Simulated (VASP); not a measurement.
Input of a VASP 6.6.1 run:

Contents of INCAR:

```
SYSTEM = Sb4P
PREC = Accurate
ENCUT = 600
EDIFF = 1E-6
ISMEAR = 0
SIGMA = 0.1
LREAL = .False.
LASPH = .True.
NELM = 60
ALGO = Normal
ISIF = 3
LWAVE = .False.
LCHARG = .False.
GGA = PE
IBRION = 2
NSW = 100
EDIFFG = -0.01
```

Contents of KPOINTS:

```
Automatic mesh
0
Gamma
  10 10 10
  0 0 0
```

File POSCAR:

```
Sb4P
1.0
   -2.7510024401      2.7510024401      4.4313699906
    2.7510024401     -2.7510024401      4.4313699906
    2.7510024401      2.7510024401     -4.4313699906
Sb P
4 1
Direct
    0.3173159987      0.3173159987      0.0000000000
    0.6826840013      0.6826840013      0.0000000000
    0.5000000000      0.0000000000      0.5000000000
    0.0000000000      0.5000000000      0.5000000000
    0.0000000000      0.0000000000      0.0000000000
```

Potentials or basis: VASP PAW PBE potentials, release 64 (Sb, P).

The run is started by

```sh
$ cat potpaw_PBE.64/Sb/POTCAR potpaw_PBE.64/P/POTCAR > POTCAR
$ mpirun -np 1 vasp_std > vasp.out
```

(1) Predict the relaxed cell.

(2) Predict the band gap on the k mesh.

(3) Predict the relaxed volume.

(4) Predict the space group after relaxing (to 0.1 Å).

Results:

(1) a = 5.906 Å, b = 5.906 Å, c = 5.906 Å, α = 124.46°, β = 124.46°, γ = 82.43°.

(2) zero (an odd number of electrons rules out a gap without spin polarisation).

(3) 26.91 Å³/atom.

(4) I4/mmm (No. 139).

Caveat: spin-orbit coupling is left out, which moves the levels of the heavy elements.
